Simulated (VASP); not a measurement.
Wanted: the native input for a VASP 6.6.1 run.

```
Task                   : single point
Functional             : PBE
Potentials or basis    : VASP PAW PBE potentials, release 64 (Zr_sv, Pb_d, O)
Cutoff                 : 520 eV
k mesh                 : 3 × 3 × 6
Occupations            : gaussian, width 0.1 eV
Spin                   : no spin polarisation
Dipole correction      : no
Further INCAR settings : ALGO = Normal; EDIFF = 1e-06; NBANDS = 38
```

The structure of ZrPb2O3 lies in POSCAR:

```
ZrPb2O3
1.0
    6.2335287070      0.0000000000      0.0000000000
   -3.1167643535      5.3983942155      0.0000000000
    0.0000000000      0.0000000000      3.2615317934
Zr Pb O
1 2 3
Direct
    0.0000000000      0.0000000000      0.0000000000
    0.6666666667      0.3333333333      0.0000000000
    0.3333333333      0.6666666667      0.0000000000
    0.5000000000      0.5000000000      0.5000000000
    0.5000000000      0.0000000000      0.5000000000
    0.0000000000      0.5000000000      0.5000000000
```

The input as run:

INCAR

```
PREC = Accurate
ENCUT = 520
EDIFF = 1E-6
ISMEAR = 0
SIGMA = 0.1
LREAL = False
LASPH = True
NELM = 80
ALGO = Normal
ISIF = 2
LWAVE = False
LCHARG = False
GGA = PE
NBANDS = 38
```

KPOINTS

```
Automatic mesh
0
Gamma
  3 3 6
```

Potentials or basis: VASP PAW PBE potentials, release 64 (Zr_sv, Pb_d, O).

The run is started by

```sh
$ cat potpaw_PBE.64/Zr_sv/POTCAR potpaw_PBE.64/Pb_d/POTCAR potpaw_PBE.64/O/POTCAR > POTCAR
$ mpirun -np 1 vasp_std > vasp.out
```

Results of the run:

```
Pressure               : 0.1 GPa
Band gap on the k mesh : zero (band 29 reaches 6.96 eV, above the bottom of band 30 at 5.75 eV)
```

Caveat: the k points lie up to 0.39 Å⁻¹ apart; spin-orbit coupling is left out, which moves the levels of the heavy elements.

Run time: 58 s on 1 thread of Intel(R) Xeon(R) Platinum 8488C (Sapphire Rapids), with other jobs on the host, peak memory 0.25 GiB.
